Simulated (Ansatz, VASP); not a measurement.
## HfC in VASP and in Ansatz

```xyz
4
Lattice="3.3047 0.0437 0.0199 -1.6145 2.8486 -0.0245 0.0312 -0.0265 5.3189" Properties=species:S:1:pos:R:3 pbc="T T T"
Hf    0.0294    1.8482    1.3071
Hf    1.6670    0.9679    3.9931
C     0.0333    0.0311    0.0144
C     0.0074    0.0054    2.6591
```

Change from the starting cell: all atoms moved at random (sigma 0.03 Å), cell strained at random (1 %).

Alike in both runs: task single point; functional PBE; k mesh 12 × 12 × 8; occupations gaussian, width 0.05 eV; no spin polarisation.

|  | VASP | Ansatz |
| --- | --- | --- |
| version | VASP 6.6.1 | Ansatz 0.2.0 |
| potentials or method | VASP PAW PBE potentials, release 64 (Hf_pv, C), cutoff 520 eV | scalar-relativistic, plane waves, PAW |
| valence electrons in the cell | 28 | 60 |

|  | VASP | Ansatz | Ansatz less VASP |
| --- | --- | --- | --- |
| gap on the k mesh at the Fermi level (eV) | none | none | - |
| pressure (GPa) | -0.9 | -0.2 | +0.71 |
| traceless stress, the component that is largest in VASP (GPa) | -3.94 | -3.94 | -0.002 |
| rms of the force components (eV/Å) | 0.574 | 0.574 | -0.0003 |

Atom by atom the forces differ by 0.001 eV/Å (rms over components). A gap of «none» marks a metal or a gap that the smearing closes. VASP's potentials hold 28 valence electrons a cell and Ansatz's 60, so a difference there can come from the potentials and not from the codes.

Spin-orbit coupling is off throughout.
